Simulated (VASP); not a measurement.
# Pt (P6/mmm) in VASP: single point with PBE

Aim: the single point of Pt with PBE.

All numbers are computed with VASP 6.6.1; they aren't measurements. Logs are shortened: lines on timing, memory, paths and dates and some standing lists are left out, and cuts for length are marked.

### 1 The cell of the first run

Symmetry: P6/mmm, No. 191, hexagonal system. The conventional cell has a = 3.975 Å, b = 3.975 Å, c = 2.367 Å, α = 90.00°, β = 90.00°, γ = 120.00°. Pt (site symmetry 6/mmm) has 14 Pt at 2.37 to 2.58 Å within 3.1 Å. Pt (site symmetry -6m2) has 11 Pt at 2.30 to 2.58 Å within 3.0 Å.

This isn't the form of Pt at room conditions, which is fcc.

### 2 Single point, PBE

INCAR

```
  ALGO = Normal
  EDIFF = 1E-6
  ENCUT = 570
  GGA = PE
  GGA_COMPAT = F
  ISIF = 2
  ISMEAR = -1
  LASPH = T
  LCHARG = T
  LELF = T
  LREAL = F
  LVHAR = T
  LWAVE = F
  NBANDS = 34
  NELM = 120
  PREC = Accurate
  SIGMA = 0.05
```

KPOINTS

```
k-points
0
Gamma
  9 9 13
```

POSCAR

```
Pt
1.0
    3.9754141545      0.0000000000      0.0000000000
   -1.9877070772      3.4428096484      0.0000000000
    0.0000000000      0.0000000000      2.3672913956
Pt
3
Direct
    0.0000000000      0.0000000000      0.0000000000
    0.3333333333      0.6666666667      0.5000000000
    0.6666666667      0.3333333333      0.5000000000
```

Potentials or basis: VASP PAW PBE potentials, release 64 (Pt_sv_GW).

Command:

```console
$ cat potpaw_PBE.64/Pt_sv_GW/POTCAR > POTCAR
$ mpirun -np 1 vasp_std > vasp.out
```

OUTCAR:

```text
EDIFF = 1E-6
   ENCUT = 570
   GGA = PE
   ISIF = 2
   ISMEAR = -1
   LASPH = T
   LREAL = F
   NELM = 120
   PREC = Accurate

 ion  position               nearest neighbor table
   1  0.000  0.000  0.000-   2 2.58   3 2.58   2 2.58   3 2.58   3 2.58   3 2.58   2 2.58   2 2.58
                             3 2.58   3 2.58   2 2.58   2 2.58
   2  0.333  0.667  0.500-   3 2.30   3 2.30   3 2.30   1 2.58   1 2.58   1 2.58   1 2.58   1 2.58
                             1 2.58   3 3.30   3 3.30   3 3.30   3 3.30   3 3.30   3 3.30
   3  0.667  0.333  0.500-   2 2.30   2 2.30   2 2.30   1 2.58   1 2.58   1 2.58   1 2.58   1 2.58
                             1 2.58   2 3.30   2 3.30   2 3.30   2 3.30   2 3.30   2 3.30

  LATTYP: Found a hexagonal cell.
 ALAT       =     3.9754141545
 C/A-ratio  =     0.5954829619

  Lattice vectors:

 A1 = (   3.9754141545,   0.0000000000,   0.0000000000)
 A2 = (  -1.9877070772,   3.4428096484,   0.0000000000)
 A3 = (   0.0000000000,   0.0000000000,   2.3672913956)

Analysis of symmetry for initial positions (statically):
=====================================================================
 Subroutine PRICEL returns:
 Original cell was already a primitive cell.

 Routine SETGRP: Setting up the symmetry group for a
 hexagonal supercell.

 Subroutine GETGRP returns: Found 24 space group operations
 (whereof 24 operations were pure point group operations)
 out of a pool of 24 trial point group operations.

The static configuration has the point symmetry D_6h.

Analysis of symmetry for dynamics (positions and initial velocities):
=====================================================================
 Subroutine PRICEL returns:
 Original cell was already a primitive cell.

 Routine SETGRP: Setting up the symmetry group for a
 hexagonal supercell.

 Subroutine GETGRP returns: Found 24 space group operations
 (whereof 24 operations were pure point group operations)
 out of a pool of 24 trial point group operations.

The dynamic configuration has the point symmetry D_6h.

 Subroutine INISYM returns: Found 24 space group operations
 (whereof 24 operations are pure point group operations),
 and found     1 'primitive' translations

----------------------------------------------------------------------------------------

                                     Primitive cell

  volume of cell :      32.4002

  direct lattice vectors                    reciprocal lattice vectors
     3.975414155  0.000000000  0.000000000     0.251546119  0.145230219  0.000000000
    -1.987707077  3.442809648  0.000000000     0.000000000  0.290460438  0.000000000
     0.000000000  0.000000000  2.367291396     0.000000000  0.000000000  0.422423704

  length of vectors
     3.975414155  3.975414155  2.367291396     0.290460438  0.290460438  0.422423704

  position of ions in fractional coordinates (direct lattice)
     0.000000000  0.000000000  0.000000000
     0.333333333  0.666666667  0.500000000
     0.666666667  0.333333333  0.500000000

  ion indices of the primitive-cell ions
   primitive index   ion index
                 1           1
                 2           2
                 3           3

----------------------------------------------------------------------------------------

 KPOINTS: k-points

Automatic generation of k-mesh.
 Grid dimensions read from file:
 generate k-points for:    9    9   13

 Generating k-lattice:

  Cartesian coordinates                     Fractional coordinates (reciprocal lattice)
     0.027949569  0.016136691  0.000000000     0.111111111 -0.000000000  0.000000000
     0.000000000  0.032273382  0.000000000     0.000000000  0.111111111  0.000000000
     0.000000000  0.000000000  0.032494131     0.000000000  0.000000000  0.076923077

  Length of vectors
     0.032273382  0.032273382  0.032494131

  Shift w.r.t. Gamma in fractional coordinates (k-lattice)
     0.000000000  0.000000000  0.000000000

 Subroutine IBZKPT returns following result:
 ===========================================

 Found     84 irreducible k-points:

 Following reciprocal coordinates:
            Coordinates               Weight
  0.000000  0.000000  0.000000      1.000000
  0.111111  0.000000  0.000000      6.000000
  0.222222 -0.000000  0.000000      6.000000
  0.333333 -0.000000  0.000000      6.000000
  0.444444 -0.000000  0.000000      6.000000
  0.111111  0.111111  0.000000      6.000000
[... 16 lines left out ...]
  0.333333  0.222222  0.076923     24.000000
  0.333333  0.333333  0.076923      4.000000
 [... further k-points ...]
   k-points           NKPTS =     84   k-points in BZ     NKDIM =     84   number of bands    NBANDS=     34
   number of dos      NEDOS =    301   number of ions     NIONS =      3
   total plane-waves  NPLWV =  18432
   dimension x,y,z NGX =    32 NGY =   32 NGZ =   18
   dimension x,y,z NGXF=    64 NGYF=   64 NGZF=   36
   ions per type =               3
   NGX,Y,Z   is equivalent  to a cutoff of  13.38, 13.38, 12.64 a.u.
   NGXF,Y,Z  is equivalent  to a cutoff of  26.76, 26.76, 25.28 a.u.
 SYSTEM =  unknown system
   PREC   = accura    normal or accurate (medium, high low for compatibility)
   ISTART =      0    job   : 0-new  1-cont  2-samecut
   ICHARG =      2    charge: 1-file 2-atom 10-const
   ISPIN  =      1    spin polarized calculation?
   LNONCOLLINEAR =      F non collinear calculations
   LSORBIT =      F    spin-orbit coupling
   LASPH  =      T    aspherical Exc in radial PAW
   ENCUT  =  570.0 eV  41.89 Ry    6.47 a.u.   7.74  7.74  4.61*2*pi/ulx,y,z
   NELM   =    120;   NELMIN=  2; NELMDL= -5     # of ELM steps
   EDIFF  = 0.1E-05   stopping-criterion for ELM
   LREAL  =      F    real-space projection
   EDIFFG = 0.1E-04   stopping-criterion for IOM
   NSW    =      0    number of steps for IOM
   IBRION =     -1    ionic relax: 0-MD 1-quasi-New 2-CG
   NFREE  =      0    steps in history (QN), initial steepest desc. (CG)
   ISIF   =      2    stress and relaxation
   ISYM   =      2    0-nonsym 1-usesym 2-fastsym
   POTIM  = 0.5000    time-step for ionic-motion
   TEBEG  =    0.0;   TEEND  =   0.0 temperature during run
   PSTRESS=    0.0 pullay stress
   NELECT =      54.0000    total number of electrons
   NUPDOWN=      -1.0000    fix difference up-down
   EMIN   =  10.00;   EMAX   =-10.00  energy-range for DOS
   EFERMI =   0.00;   METHOD = LEGACY
   ISMEAR =    -1;   SIGMA  =   0.05  broadening in eV -4-tet -1-fermi 0-gaus
   EFERMI_NEDOS =   21; number of points for ismear=-14 and -15
   IALGO  =     38    algorithm
   IMIX   =      4    mixing-type and parameters
     AMIX     =   0.40;   BMIX     =  1.00
     AMIX_MAG =   1.60;   BMIX_MAG =  1.00
  volume/ion in A,a.u.               =      10.80        72.88
  Fermi-wavevector in a.u.,A,eV,Ry     =   1.940992  3.667943 51.259261  3.767449
  Thomas-Fermi vector in A             =   2.970748
   LORBIT       =      0    0 simple, 1 ext, 2 COOP (PROOUT), +10 PAW based schemes
   GGA     = PE    functional components
   LHFCALC =     F    Hartree Fock is set to
   AEXX    =    0.0000 exact exchange contribution
   IVDW    =     0    specifies the selected vdW correction
   LEPSILON=     F    determine dielectric tensor
   LRPA    =     F    only Hartree local field effects (RPA)
 non-spin polarized calculation
  energy-cutoff  :      570.00
  volume of cell :       32.40
 maximum number of plane-waves:      1026
 NGX is ok and might be reduce to    32
   NGX = 15   NGY = 15   NGZ =  9

 number of electron      54.0000001 magnetization

 Free energy of the ion-electron system (eV)
  ---------------------------------------------------
  ext. energy  EPLUGINS =         0.00000000
  ---------------------------------------------------
  free energy    TOTEN  =        -9.22533713 eV

  energy without entropy =       -9.19023798  energy(sigma->0) =       -9.20778755

 E-fermi :  17.9523     XC(G=0): -16.3747

 val. band max:       17.9450771445   @ k =   0.4444   0.1111   0.4615
 cond. band min:      17.9553591275   @ k =   0.3333   0.2222   0.3846
 fundamental gap:      0.0102819830
 Fermi energy:        17.9523107329

 k-point     1 :       0.0000    0.0000    0.0000
  band No.  band energies     occupation
      1     -82.2328      2.00000
      2     -82.0070      2.00000
      3     -81.7482      2.00000
      4     -37.1110      2.00000
      5     -37.1110      2.00000
      6     -36.4317      2.00000
[... 26 lines left out ...]
     33      27.8872      0.00000
     34      27.8872      0.00000

 k-point     2 :       0.1111    0.0000    0.0000
  band No.  band energies     occupation
      1     -82.2261      2.00000
      2     -82.0135      2.00000
      3     -81.7494      2.00000
      4     -37.1517      2.00000
      5     -37.1150      2.00000
      6     -36.3768      2.00000
[... 26 lines left out ...]
     33      29.8855      0.00000
     34      29.9599      0.00000

 k-point     3 :       0.2222   -0.0000    0.0000
  band No.  band energies     occupation
      1     -82.2084      2.00000
      2     -82.0299      2.00000
      3     -81.7520      2.00000
      4     -37.2354      2.00000
      5     -37.0908      2.00000
      6     -36.2485      2.00000
[... 26 lines left out ...]
     33      31.1653      0.00000
     34      31.5246      0.00000
[... 704 lines left out ...]
 k-point    23 :       0.3333    0.2222    0.0769
  band No.  band energies     occupation
      1     -82.1364      2.00000
      2     -82.0866      2.00000
      3     -81.7525      2.00000
      4     -37.2692      2.00000
      5     -36.8704      2.00000
      6     -36.5317      2.00000
[... 26 lines left out ...]
     33      33.2517      0.00000
     34      33.4909      0.00000

 k-point    24 :       0.3333    0.3333    0.0769
  band No.  band energies     occupation
      1     -82.1115      2.00000
      2     -82.1115      2.00000
      3     -81.7534      2.00000
      4     -37.2479      2.00000
      5     -36.7351      2.00000
      6     -36.7351      2.00000
[... 26 lines left out ...]
     33      32.6048      0.00000
     34      34.2591      0.00000

 [... further k-points ...]

------------------------ aborting loop because EDIFF is reached ----------------------------------------

  FORCE on cell =-STRESS in cart. coord.  units (eV):
  Direction    XX          YY          ZZ          XY          YZ          ZX
  --------------------------------------------------------------------------------------
  -------------------------------------------------------------------------------------
  Total       52.2482411     52.2482411     52.2673762      0.0000000     -0.0000000      0.0000000
  in kB     2583.6587190   2583.6587191   2584.6049444      0.0000000     -0.0000000      0.0000000
  external PRESSURE =    2583.9741275 kB  Pullay stress =       0.0000000 kB

 VOLUME and BASIS-vectors are now :
 -----------------------------------------------------------------------------
  energy-cutoff  :      570.00
  volume of cell :       32.40
      direct lattice vectors                 reciprocal lattice vectors
     3.975414155  0.000000000  0.000000000     0.251546119  0.145230219  0.000000000
    -1.987707077  3.442809648  0.000000000     0.000000000  0.290460438  0.000000000
     0.000000000  0.000000000  2.367291396     0.000000000  0.000000000  0.422423704

 POSITION                                       TOTAL-FORCE (eV/Angst)
 -----------------------------------------------------------------------------------
      0.00000      0.00000      0.00000        -0.000000      0.000000      0.000000
     -0.00000      2.29521      1.18365        -0.000000      0.000000      0.000000
      1.98771      1.14760      1.18365         0.000000     -0.000000      0.000000
 -----------------------------------------------------------------------------------
    total drift:                               -0.000000      0.000000      0.000000

  FREE ENERGIE OF THE ION-ELECTRON SYSTEM (eV)
  ---------------------------------------------------
  free  energy   TOTEN  =        -9.2253371275 eV

  energy  without entropy=       -9.1902379814  energy(sigma->0) =       -9.20778755
```

Wall time 77 s (1 thread of AMD EPYC 7R13 (Zen 3), shared host); peak memory 0.18 GiB.

Results:

- Free energy: -9.2253 eV
- Pressure: 258.4 GPa
- Band gap on the k mesh: zero (bands 27 and 28 overlap by 2.42 eV)

Levels at points of the mesh, in eV from the Fermi level:
```tsv
k point	band 23	band 24	band 25	band 26	band 27	band 28	band 29	band 30	band 31	band 32
(0.00, 0.00, 0.00)	-3.68	-3.68	-3.49	-3.49	0.78	0.78	7.23	8.33	9.77	9.77
```

Caveat: the cell stands under pressure; spin-orbit coupling is left out, which moves the levels of the heavy elements.
